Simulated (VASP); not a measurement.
# Ag (I4/mmm) in VASP: notebook

Ag is run at these levels: PBEsol; tasks: single point.

Program: VASP 6.6.1. These are calculated values, not measurements. Logs are shortened: lines on timing, memory, paths and dates and some standing lists are left out, and cuts for length are marked.

### 1 The cell of the first run

The structure is tetragonal, space group I4/mmm (No. 139). Conventional cell: a = 3.179 Å, b = 3.179 Å, c = 3.576 Å, α = 90.00°, β = 90.00°, γ = 90.00°. Ag (site symmetry 4/mmm) has 14 Ag at 2.87 to 3.58 Å within 3.8 Å.

### 2 Single point, PBEsol (strain -0.040 along x and y, +0.080 along z)

INCAR

```
SYSTEM = Ag
ALGO = Fast
EDIFF = 1E-6
ENCUT = 520
GGA = PS
ISIF = 2
ISMEAR = 0
LASPH = .True.
LCHARG = .False.
LREAL = .False.
LWAVE = .False.
NBANDS = 12
NELM = 60
PREC = Accurate
SIGMA = 0.15
```

KPOINTS

```
k-points
0
Gamma
  20 20 20
  0 0 0
```

POSCAR

```
Ag
1.0
   -1.5894278400      1.5894278400      1.7881063200
    1.5894278400     -1.5894278400      1.7881063200
    1.5894278400      1.5894278400     -1.7881063200
Ag
1
Direct
    0.0000000000      0.0000000000      0.0000000000
```

Potentials or basis: VASP PAW PBE potentials, release 64 (Ag).

On the command line:

```
$ cat potpaw_PBE.64/Ag/POTCAR > POTCAR
$ mpirun -np 1 vasp_std > vasp.out
```

OUTCAR:

```text
SYSTEM = Ag
   EDIFF = 1E-6
   ENCUT = 520
   GGA = PS
   ISIF = 2
   ISMEAR = 0
   LASPH = .True.
   LREAL = .False.
   NELM = 60
   PREC = Accurate

 ion  position               nearest neighbor table
   1  0.000  0.000  0.000-

  LATTYP: Found a body centered tetragonal cell.
 ALAT       =     3.1788556800
 C/A-ratio  =     1.1250000000

  Lattice vectors:

 A1 = (  -1.5894278400,   1.5894278400,   1.7881063200)
 A2 = (   1.5894278400,  -1.5894278400,   1.7881063200)
 A3 = (   1.5894278400,   1.5894278400,  -1.7881063200)

Analysis of symmetry for initial positions (statically):
=====================================================================
 Subroutine PRICEL returns:
 Original cell was already a primitive cell.

 Routine SETGRP: Setting up the symmetry group for a
 body centered tetragonal supercell.

 Subroutine GETGRP returns: Found 16 space group operations
 (whereof 16 operations were pure point group operations)
 out of a pool of 16 trial point group operations.

The static configuration has the point symmetry D_4h.

Analysis of symmetry for dynamics (positions and initial velocities):
=====================================================================
 Subroutine PRICEL returns:
 Original cell was already a primitive cell.

 Routine SETGRP: Setting up the symmetry group for a
 body centered tetragonal supercell.

 Subroutine GETGRP returns: Found 16 space group operations
 (whereof 16 operations were pure point group operations)
 out of a pool of 16 trial point group operations.

The dynamic configuration has the point symmetry D_4h.

 Subroutine INISYM returns: Found 16 space group operations
 (whereof 16 operations are pure point group operations),
 and found     1 'primitive' translations

----------------------------------------------------------------------------------------

                                     Primitive cell

  volume of cell :      18.0690

  direct lattice vectors                    reciprocal lattice vectors
    -1.589427840  1.589427840  1.788106320     0.000000000  0.314578610  0.279625431
     1.589427840 -1.589427840  1.788106320     0.314578610  0.000000000  0.279625431
     1.589427840  1.589427840 -1.788106320     0.314578610  0.314578610  0.000000000

  length of vectors
     2.872261466  2.872261466  2.872261466     0.420892009  0.420892009  0.444881336

  position of ions in fractional coordinates (direct lattice)
     0.000000000  0.000000000  0.000000000

[... 83 lines left out ...]
   POTIM  = 0.5000    time-step for ionic-motion
   TEBEG  =    0.0;   TEEND  =   0.0 temperature during run
   PSTRESS=    0.0 pullay stress
   NELECT =      11.0000    total number of electrons
   NUPDOWN=      -1.0000    fix difference up-down
   EMIN   =  10.00;   EMAX   =-10.00  energy-range for DOS
   EFERMI =   0.00;   METHOD = LEGACY
   ISMEAR =     0;   SIGMA  =   0.15  broadening in eV -4-tet -1-fermi 0-gaus
   EFERMI_NEDOS =   21; number of points for ismear=-14 and -15
   IALGO  =     68    algorithm
   IMIX   =      4    mixing-type and parameters
     AMIX     =   0.40;   BMIX     =  1.00
     AMIX_MAG =   1.60;   BMIX_MAG =  1.00
  volume/ion in A,a.u.               =      18.07       121.94
  Fermi-wavevector in a.u.,A,eV,Ry     =   1.387482  2.621961 26.192667  1.925107
  Thomas-Fermi vector in A             =   2.511699
   LORBIT       =      0    0 simple, 1 ext, 2 COOP (PROOUT), +10 PAW based schemes
   GGA     = PS    functional components
   LHFCALC =     F    Hartree Fock is set to
   AEXX    =    0.0000 exact exchange contribution
   IVDW    =     0    specifies the selected vdW correction
   LEPSILON=     F    determine dielectric tensor
   LRPA    =     F    only Hartree local field effects (RPA)
 non-spin polarized calculation
 RMM-DIIS sequential band-by-band and
 Gauss-broadening in eV      SIGMA  =   0.15
  energy-cutoff  :      520.00
  volume of cell :       18.07
 maximum number of plane-waves:       500
 NGX is ok and might be reduce to    24
   NGX = 11   NGY = 11   NGZ = 11

 number of electron      10.9999998 magnetization

 Free energy of the ion-electron system (eV)
  ---------------------------------------------------
  ext. energy  EPLUGINS =         0.00000000
  ---------------------------------------------------
  free energy    TOTEN  =        -3.24797724 eV

  energy without entropy =       -3.24463969  energy(sigma->0) =       -3.24630847

 E-fermi :   7.4384     XC(G=0): -12.0681

 val. band max:        7.4322525604   @ k =   0.5000   0.1500   0.0500
 cond. band min:       7.4801589992   @ k =  -0.0500   0.5000   0.0500
 fundamental gap:      0.0479064388
 Fermi energy:         7.4383606558

 k-point     1 :       0.0000    0.0000    0.0000
  band No.  band energies     occupation
      1       0.0468      2.00000
      2       2.6788      2.00000
      3       2.6788      2.00000
      4       3.1248      2.00000
      5       3.6839      2.00000
      6       4.1602      2.00000
      7      24.1023      0.00000
      8      25.7207      0.00000
      9      25.7207      0.00000
     10      28.7928      0.00000
     11      31.0035      0.00000
     12      31.2351      0.00000
[... 331 lines left out ...]
 k-point    24 :      -0.3500    0.0500    0.0000
  band No.  band energies     occupation
      1       1.5873      2.00000
      2       2.4464      2.00000
      3       3.5789      2.00000
      4       3.8309      2.00000
      5       4.1905      2.00000
      6       4.6515      2.00000
      7      15.5647      0.00000
      8      22.1175      0.00000
      9      23.6508      0.00000
     10      27.1046      0.00000
     11      28.2671      0.00000
     12      29.3198      0.00000

 [... further k-points ...]

------------------------ aborting loop because EDIFF is reached ----------------------------------------

  FORCE on cell =-STRESS in cart. coord.  units (eV):
  Direction    XX          YY          ZZ          XY          YZ          ZX
  --------------------------------------------------------------------------------------
  -------------------------------------------------------------------------------------
  Total       -0.8587973     -0.8587973     -0.6859027      0.0000000      0.0000000      0.0000000
  in kB      -76.1493681    -76.1493681    -60.8188358      0.0000000      0.0000000      0.0000000
  external PRESSURE =     -71.0391907 kB  Pullay stress =       0.0000000 kB

 VOLUME and BASIS-vectors are now :
 -----------------------------------------------------------------------------
  energy-cutoff  :      520.00
  volume of cell :       18.07
      direct lattice vectors                 reciprocal lattice vectors
    -1.589427840  1.589427840  1.788106320     0.000000000  0.314578610  0.279625431
     1.589427840 -1.589427840  1.788106320     0.314578610  0.000000000  0.279625431
     1.589427840  1.589427840 -1.788106320     0.314578610  0.314578610  0.000000000

 POSITION                                       TOTAL-FORCE (eV/Angst)
 -----------------------------------------------------------------------------------
      0.00000      0.00000      0.00000        -0.000000     -0.000000      0.000000
 -----------------------------------------------------------------------------------
    total drift:                                0.000000      0.000000     -0.000000

  FREE ENERGIE OF THE ION-ELECTRON SYSTEM (eV)
  ---------------------------------------------------
  free  energy   TOTEN  =        -3.2479772430 eV

  energy  without entropy=       -3.2446396876  energy(sigma->0) =       -3.24630847
```

OSZICAR:

```text
N       E                     dE             d eps       ncg     rms          rms(c)
DAV:   1     0.505601599393E+02    0.50560E+02   -0.54154E+03 15568   0.820E+02
DAV:   2    -0.277279329358E+01   -0.53333E+02   -0.50555E+02 17936   0.190E+02
DAV:   3    -0.357324503034E+01   -0.80045E+00   -0.79997E+00 17936   0.247E+01
DAV:   4    -0.357566669221E+01   -0.24217E-02   -0.24216E-02 17448   0.142E+00
DAV:   5    -0.357568642803E+01   -0.19736E-04   -0.19736E-04 17780   0.115E-01    0.481E+00
RMM:   6    -0.325813669416E+01    0.31755E+00   -0.52046E-01 15469   0.645E+00    0.292E+00
RMM:   7    -0.325136627631E+01    0.67704E-02   -0.86157E-03 17269   0.105E+00    0.176E+00
RMM:   8    -0.324799035386E+01    0.33759E-02   -0.62170E-04 17788   0.259E-01    0.189E-01
RMM:   9    -0.324797820257E+01    0.12151E-04   -0.93448E-05 18504   0.822E-02    0.517E-02
RMM:  10    -0.324797671681E+01    0.14858E-05   -0.16491E-05 18445   0.320E-02    0.156E-02
RMM:  11    -0.324797724298E+01   -0.52616E-06   -0.44208E-06 15634   0.134E-02
   1 F= -.32479772E+01 E0= -.32463085E+01  d E =-.333756E-02
```

It took 1.9 min on 1 thread of Intel Xeon 8259CL, shared host; peak memory 0.25 GiB.

What came out:

| Property | Result |
| --- | --- |
| Free energy | -3.2480 eV |
| Pressure | -7.1 GPa |
| Band gap on the k mesh | zero (an odd number of electrons rules out a gap without spin polarisation) |

Caveat: the cell differs from its parent crystal (strain -0.040 along x and y, +0.080 along z); the cell stands under tension; the PAW data sets were made with another functional, which shifts forces and pressure a little.

### 3 Single point, PBEsol (strain +0.040 along x and y, -0.080 along z)

INCAR

```
PREC     = Accurate       # precision mode
ENCUT    = 520            # plane-wave cutoff, eV
EDIFF    = 1E-7           # SCF threshold, eV
ISMEAR   = 0              # smearing method
SIGMA    = 0.15           # smearing width, eV
LREAL    = False          # projectors in reciprocal space
LASPH    = True           # aspherical terms in the spheres
NELM     = 60             # most SCF steps
ALGO     = Fast           # electronic algorithm
ISIF     = 2              # what is computed and relaxed
LWAVE    = False          # write WAVECAR
LCHARG   = False          # write CHGCAR
GGA      = PS             # functional
NBANDS   = 12             # bands
```

KPOINTS

```
Automatic mesh
0
Gamma
  20 20 20
```

POSCAR

```
Ag
1.0
   -1.7218801600      1.7218801600      1.5232016800
    1.7218801600     -1.7218801600      1.5232016800
    1.7218801600      1.7218801600     -1.5232016800
Ag
1
Direct
    0.0000000000      0.0000000000      0.0000000000
```

Potentials or basis: VASP PAW PBE potentials, release 64 (Ag).

On the command line:

```
$ cat potpaw_PBE.64/Ag/POTCAR > POTCAR
$ mpirun -np 1 vasp_std > vasp.out
```

It took 2.3 min on 1 thread of Intel Xeon 8259CL, shared host; peak memory 0.25 GiB.

Results (log left out):

```yaml
Free_energy: -3.2441 eV
Pressure: -6.9 GPa
Band_gap_on_the_k_mesh: zero (an odd number of electrons rules out a gap without spin polarisation)
```

Stress tensor (GPa, compression positive):
```
-6.90  0.00  0.00
 0.00 -6.90  0.00
 0.00  0.00 -6.97
```

Levels at points of the mesh, in eV from the Fermi level:
```tsv
k point	band 2	band 3	band 4	band 5	band 6	band 7	band 8	band 9	band 10	band 11
(0.00, 0.00, 0.00)	-5.01	-4.44	-4.44	-3.87	-3.23	16.84	16.84	19.37	22.51	22.51
(0.50, 0.00, 0.00)	-5.56	-3.56	-3.01	-2.57	0.29	4.29	12.51	13.10	18.70	19.46
(0.50, 0.50, 0.00)	-4.95	-3.97	-3.51	-2.62	-0.43	3.05	14.52	15.93	20.79	22.01
(0.50, 0.50, 0.50)	-6.00	-2.81	-2.81	-2.66	5.57	5.57	9.18	10.89	11.95	15.33
```

Caveat: the cell differs from its parent crystal (strain +0.040 along x and y, -0.080 along z); the cell stands under tension; the PAW data sets were made with another functional, which shifts forces and pressure a little.

The gap in the log of VASP goes by the Fermi energy; the results here count the filled bands.